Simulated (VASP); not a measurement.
# BP (F-43m) in VASP: notebook, part 2 of 2

VASP 6.6.1.

**3. Single point, LDA**

This run uses another cell than the first one, of 11.19 Å³/atom, 0.989 times its volume.

INCAR reads:

```
ALGO = Normal ; EDIFF = 1E-6
ENCUT = 520 ; ISIF = 2
ISMEAR = 0 ; LASPH = True
LCHARG = False ; LREAL = False
LWAVE = False ; NBANDS = 11
NELM = 80 ; PREC = Accurate
SIGMA = 0.01
```

KPOINTS reads:

```
k-points
0
Gamma
  10 10 10
```

POSCAR reads:

```
BP
1.0
    0.0000000000      2.2369126719      2.2369126719
    2.2369126719      0.0000000000      2.2369126719
    2.2369126719      2.2369126719      0.0000000000
B P
1 1
Direct
    0.0000000000      0.0000000000      0.0000000000
    0.7500000000      0.7500000000      0.7500000000
```

Potentials or basis: VASP PAW LDA potentials, release 64 (B, P).

Launch:

```bash
$ cat potpaw_LDA.64/B/POTCAR potpaw_LDA.64/P/POTCAR > POTCAR
$ mpirun -np 1 vasp_std > vasp.out
```

Wall time 3.8 s (1 thread of Intel Xeon Platinum 8559C (Emerald Rapids), shared host); peak memory 0.12 GiB.

The run converged. Its results:

| Item | Value |
| --- | --- |
| Free energy | -14.3979 eV |
| Pressure | 1.9 GPa |
| Band gap on the k mesh | 1.14 eV, indirect (least direct gap 3.45 eV) |

Levels at points of the mesh, in eV from the valence-band top:
| k point | band 1 | band 2 | band 3 | band 4 | band 5 | band 6 | band 7 | band 8 | band 9 |
| --- | --- | --- | --- | --- | --- | --- | --- | --- | --- |
| (0.00, 0.00, 0.00) | -15.77 | 0.00 | 0.00 | 0.00 | 3.45 | 3.45 | 3.45 | 8.03 | 11.56 |
| (0.50, 0.00, 0.00) | -12.27 | -9.32 | -1.80 | -1.80 | 4.04 | 4.71 | 4.71 | 10.08 | 14.86 |
| (0.50, 0.50, 0.00) | -10.72 | -8.70 | -4.26 | -4.26 | 1.22 | 1.52 | 12.40 | 12.40 | 15.50 |

**4. Relaxation of cell and atoms, LDA, target pressure 2 GPa, at which the enthalpy is minimised**

INCAR reads:

```
PREC = Accurate
ENCUT = 600
EDIFF = 1E-7
ISMEAR = 0
SIGMA = 0.01
LREAL = F
LASPH = T
NELM = 80
ALGO = Normal
ISIF = 3
LWAVE = F
LCHARG = F
IBRION = 2
NSW = 80
EDIFFG = -0.001
PSTRESS = 20.0
```

KPOINTS reads:

```
regular mesh
0
Gamma
  10 10 10
```

POSCAR reads:

```
BP
1.0
    0.0000000000      2.2452319364      2.2452319364
    2.2452319364      0.0000000000      2.2452319364
    2.2452319364      2.2452319364      0.0000000000
B P
1 1
Direct
    0.0000000000      0.0000000000      0.0000000000
    0.7500000000      0.7500000000      0.7500000000
```

Potentials or basis: VASP PAW LDA potentials, release 64 (B, P).

Launch:

```bash
$ cat potpaw_LDA.64/B/POTCAR potpaw_LDA.64/P/POTCAR > POTCAR
$ mpirun -np 1 vasp_std > vasp.out
```

OUTCAR:

```text
PREC = Accurate
   ENCUT = 600
   EDIFF = 1E-7
   ISMEAR = 0
   LREAL = F
   LASPH = T
   NELM = 80
   ISIF = 3
   IBRION = 2
   NSW = 80
   EDIFFG = -0.001
   PSTRESS = 20.0

 ion  position               nearest neighbor table
   1  0.000  0.000  0.000-   2 1.94   2 1.94   2 1.94   2 1.94
   2  0.750  0.750  0.750-   1 1.94   1 1.94   1 1.94   1 1.94

  LATTYP: Found a face centered cubic cell.
 ALAT       =     4.4904638728

  Lattice vectors:

 A1 = (   0.0000000000,   2.2452319364,   2.2452319364)
 A2 = (   2.2452319364,   0.0000000000,   2.2452319364)
 A3 = (   2.2452319364,   2.2452319364,   0.0000000000)

Analysis of symmetry for initial positions (statically):
=====================================================================
 Subroutine PRICEL returns:
 Original cell was already a primitive cell.

 Routine SETGRP: Setting up the symmetry group for a
 face centered cubic supercell.

 Subroutine GETGRP returns: Found 24 space group operations
 (whereof 24 operations were pure point group operations)
 out of a pool of 48 trial point group operations.
[... 172 lines left out ...]
  -------------------------------------------------------------------------------------
  Total       -0.0150949     -0.0150949     -0.0150949     -0.0000000      0.0000000     -0.0000000
  in kB       -1.0683833     -1.0683833     -1.0683833     -0.0000000      0.0000000     -0.0000000
  external PRESSURE =     -21.0683833 kB  Pullay stress =      20.0000000 kB
[... 63 lines left out ...]
--------------------------------------- Ionic step        3  -------------------------------------------

 number of electron       8.0000000 magnetization

 Free energy of the ion-electron system (eV)
  ---------------------------------------------------
  ext. energy  EPLUGINS =         0.00000000
  ---------------------------------------------------
  free energy    TOTEN  =       -14.39949262 eV

  energy without entropy =      -14.39949262  energy(sigma->0) =      -14.39949262

 E-fermi :   8.0051     XC(G=0): -11.2676

 val. band max:        7.9298409858   @ k =   0.0000   0.0000   0.0000
 cond. band min:       9.0670015315   @ k =   0.4000   0.4000   0.0000
 fundamental gap:      1.1371605457
 Fermi energy:         8.0051187391

 k-point     1 :       0.0000    0.0000    0.0000
  band No.  band energies     occupation
      1      -7.8465      2.00000
      2       7.9298      2.00000
      3       7.9298      2.00000
      4       7.9298      2.00000
      5      11.3789      0.00000
      6      11.3789      0.00000
      7      11.3789      0.00000
      8      15.9683      0.00000
[... 243 lines left out ...]
 k-point    24 :       0.4000    0.3000    0.0000
  band No.  band energies     occupation
      1      -4.7978      2.00000
      2       1.7501      2.00000
      3       3.7248      2.00000
      4       4.2883      2.00000
      5       9.6622      0.00000
      6      11.4628      0.00000
      7      17.6217      0.00000
      8      17.6598      0.00000

 [... further k-points ...]

------------------------ aborting loop because EDIFF is reached ----------------------------------------

  FORCE on cell =-STRESS in cart. coord.  units (eV):
  Direction    XX          YY          ZZ          XY          YZ          ZX
  --------------------------------------------------------------------------------------
  -------------------------------------------------------------------------------------
  Total        0.2787453      0.2787453      0.2787453     -0.0000000     -0.0000000      0.0000000
  in kB       19.9618273     19.9618273     19.9618273     -0.0000000     -0.0000000      0.0000000
  external PRESSURE =      -0.0381727 kB  Pullay stress =      20.0000000 kB
[... 21 lines left out ...]
  energy  without entropy=      -14.3994926228  energy(sigma->0) =      -14.39949262

  enthalpy is  TOTEN    =       -14.1202142794 eV   P V=        0.2792783434

 reached required accuracy - stopping structural energy minimisation
```

It took 11 s on 1 thread of Intel Xeon Platinum 8559C (Emerald Rapids), shared host; peak memory 0.14 GiB.

What came out:

- Free energy: -14.3995 eV
- Relaxed volume: 11.19 Å³/atom
- Relaxed cell: a = 3.163 Å, b = 3.163 Å, c = 3.163 Å, α = 60.00°, β = 60.00°, γ = 60.00°
- Space group after relaxing (to 0.05 Å): F-43m (No. 216)
- Energy change on relaxing (the enthalpy is what falls): +0.8 meV/atom
- Ionic steps: 3
- Pressure after relaxing: 2.0 GPa
- Band gap on the k mesh: 1.14 eV, indirect (least direct gap 3.45 eV)

Step by step:
```
step  energy change (eV)  largest force (eV/Å)  pressure (GPa)  volume (Å³)
   1              0.0000                0.0000           -0.11        22.64
   2              0.0055                0.0000            3.84        22.15
   3              0.0015                0.0000            2.00        22.37
```

Final structure:
```
B P
1.0
     0.00000    2.23647    2.23647
     2.23647    0.00000    2.23647
     2.23647    2.23647    0.00000
B P
1 1
Direct
  0.00000 0.00000 0.00000
  0.75000 0.75000 0.75000
```

Caveat: the cell is relaxed towards a set pressure, so the enthalpy falls and the energy may rise. As with any semilocal functional, this LDA gap is likely too small.

**5. Single point, LDA**

This run uses another cell than the first one, of 9.29 Å³/atom, 0.821 times its volume.

INCAR reads:

```
PREC = Accurate
ENCUT = 520
EDIFF = 1E-6
ISMEAR = 0
SIGMA = 0.01
LREAL = F
LASPH = T
NELM = 80
ALGO = Normal
ISIF = 2
LWAVE = F
LCHARG = T
LELF = T
LVHAR = T
NBANDS = 11
```

KPOINTS reads:

```
Automatic mesh
0
Gamma
  12 12 12
```

POSCAR reads:

```
BP
1.0
    0.0000000000      2.1021391087      2.1021391087
    2.1021391087      0.0000000000      2.1021391087
    2.1021391087      2.1021391087      0.0000000000
B P
1 1
Direct
    0.0000000000      0.0000000000      0.0000000000
    0.7500000000      0.7500000000      0.7500000000
```

Potentials or basis: VASP PAW LDA potentials, release 64 (B, P).

Launch:

```bash
$ cat potpaw_LDA.64/B/POTCAR potpaw_LDA.64/P/POTCAR > POTCAR
$ mpirun -np 1 vasp_std > vasp.out
```

OUTCAR:

```text
PREC = Accurate
   ENCUT = 520
   EDIFF = 1E-6
   ISMEAR = 0
   LREAL = F
   LASPH = T
   NELM = 80
   ISIF = 2

 ion  position               nearest neighbor table
   1  0.000  0.000  0.000-   2 1.82   2 1.82   2 1.82   2 1.82
   2  0.750  0.750  0.750-   1 1.82   1 1.82   1 1.82   1 1.82

  LATTYP: Found a face centered cubic cell.
 ALAT       =     4.2042782174

  Lattice vectors:

 A1 = (   0.0000000000,   2.1021391087,   2.1021391087)
 A2 = (   2.1021391087,   0.0000000000,   2.1021391087)
[... 513 lines left out ...]
      6      16.9791      0.00000
      7      18.0361      0.00000
      8      22.3044      0.00000
      9      23.8061      0.00000
     10      24.3727      0.00000
     11      28.3737      0.00000

 [... further k-points ...]
[... 5 lines left out ...]
  --------------------------------------------------------------------------------------
  -------------------------------------------------------------------------------------
  Total        5.7581860      5.7581860      5.7581860     -0.0000000     -0.0000000      0.0000000
  in kB      496.5716470    496.5716470    496.5716470     -0.0000000     -0.0000000      0.0000000
  external PRESSURE =     496.5716470 kB  Pullay stress =       0.0000000 kB

 VOLUME and BASIS-vectors are now :
 -----------------------------------------------------------------------------
  energy-cutoff  :      520.00
  volume of cell :       18.58
      direct lattice vectors                 reciprocal lattice vectors
     0.000000000  2.102139109  2.102139109    -0.237852956  0.237852956  0.237852956
     2.102139109  0.000000000  2.102139109     0.237852956 -0.237852956  0.237852956
     2.102139109  2.102139109  0.000000000     0.237852956  0.237852956 -0.237852956

 POSITION                                       TOTAL-FORCE (eV/Angst)
 -----------------------------------------------------------------------------------
      0.00000      0.00000      0.00000         0.000000      0.000000      0.000000
      3.15321      3.15321      3.15321        -0.000000     -0.000000     -0.000000
 -----------------------------------------------------------------------------------
    total drift:                                0.000000      0.000000      0.000000

  FREE ENERGIE OF THE ION-ELECTRON SYSTEM (eV)
  ---------------------------------------------------
  free  energy   TOTEN  =       -13.8602066582 eV

  energy  without entropy=      -13.8602066582  energy(sigma->0) =      -13.86020666
```

OSZICAR:

```text
N       E                     dE             d eps       ncg     rms          rms(c)
DAV:   1     0.861154370198E+01    0.86115E+01   -0.42758E+03  1584   0.680E+02
DAV:   2    -0.146928943402E+02   -0.23304E+02   -0.22143E+02  2055   0.119E+02
DAV:   3    -0.153201309869E+02   -0.62724E+00   -0.62572E+00  1949   0.163E+01
DAV:   4    -0.153223409580E+02   -0.22100E-02   -0.22098E-02  1821   0.112E+00
DAV:   5    -0.153223495618E+02   -0.86038E-05   -0.86037E-05  1941   0.698E-02    0.102E+01
DAV:   6    -0.140835296192E+02    0.12388E+01   -0.23603E+00  1821   0.750E+00    0.533E+00
DAV:   7    -0.138739713369E+02    0.20956E+00   -0.57491E-01  1993   0.388E+00    0.156E+00
DAV:   8    -0.138601545874E+02    0.13817E-01   -0.39618E-02  1880   0.120E+00    0.298E-01
DAV:   9    -0.138602159427E+02   -0.61355E-04   -0.76990E-04  1818   0.209E-01    0.215E-01
DAV:  10    -0.138602050860E+02    0.10857E-04   -0.11494E-04  1761   0.602E-02    0.396E-02
DAV:  11    -0.138602069342E+02   -0.18482E-05   -0.78130E-06  1921   0.150E-02    0.545E-02
DAV:  12    -0.138602066582E+02    0.27603E-06   -0.18532E-06  1054   0.636E-03
   1 F= -.13860207E+02 E0= -.13860207E+02  d E =-.870172E-22
```

stdout:

```text
POSCAR found type information on POSCAR B P
 POSCAR found :  2 types and       2 ions
 scaLAPACK will be used
 LDA part: xc-table for (Slater(with rela. corr.)+CA(PZ))
 , standard interpolation
 POSCAR, INCAR and KPOINTS ok, starting setup
 FFT: planning ... GRIDC
 FFT: planning ... GRID_SOFT
 FFT: planning ... GRID
 WAVECAR not read
 entering main loop
```

It took 7.6 s on 1 thread of Intel Xeon Platinum 8375C at 2.90GHz (Ice Lake), shared host; peak memory 0.13 GiB.

Results:

| Property | Result |
| --- | --- |
| Free energy | -13.8602 eV |
| Pressure | 49.7 GPa |
| Band gap on the k mesh | 0.85 eV, indirect (least direct gap 3.87 eV) |

Levels at points of the mesh, in eV from the valence-band top:
```csv
k point,band 1,band 2,band 3,band 4,band 5,band 6,band 7,band 8
"(0.00, 0.00, 0.00)",-17.54,0.00,0.00,0.00,3.87,3.87,3.87,11.04
"(0.50, 0.00, 0.00)",-13.25,-10.74,-1.99,-1.99,4.86,4.86,5.28,10.77
"(0.50, 0.50, 0.00)",-11.45,-9.69,-4.93,-4.93,0.85,1.42,14.25,14.25
```

**6. Overview**

| task | cell | k mesh | cutoff (eV) | gap on the mesh (eV) | pressure (GPa) |
| --- | --- | --- | --- | --- | --- |
| relaxation of cell and atoms | relaxed to -3 GPa from a = 3.175 Å, angles 60.0°, 2 atoms | 10 × 10 × 10 | 600 | 1.17 | -3.0 |
| single point | a = 3.163 Å, angles 60.0°, 2 atoms | 10 × 10 × 10 | 520 | 1.14 | 1.9 |
| relaxation of cell and atoms | relaxed to 2 GPa from a = 3.175 Å, angles 60.0°, 2 atoms | 10 × 10 × 10 | 600 | 1.14 | 2.0 |
| single point | a = 2.973 Å, angles 60.0°, 2 atoms | 12 × 12 × 12 | 520 | 0.85 | 49.7 |

Alike in all rows: level LDA; potentials or basis VASP PAW LDA potentials, release 64 (B, P); no spin polarisation; smearing gaussian 0.01 eV.

Caveats: the cell is relaxed towards a set pressure, so the enthalpy falls and the energy may rise (some runs).

Absolute energies hang on the potentials; compare differences alone.
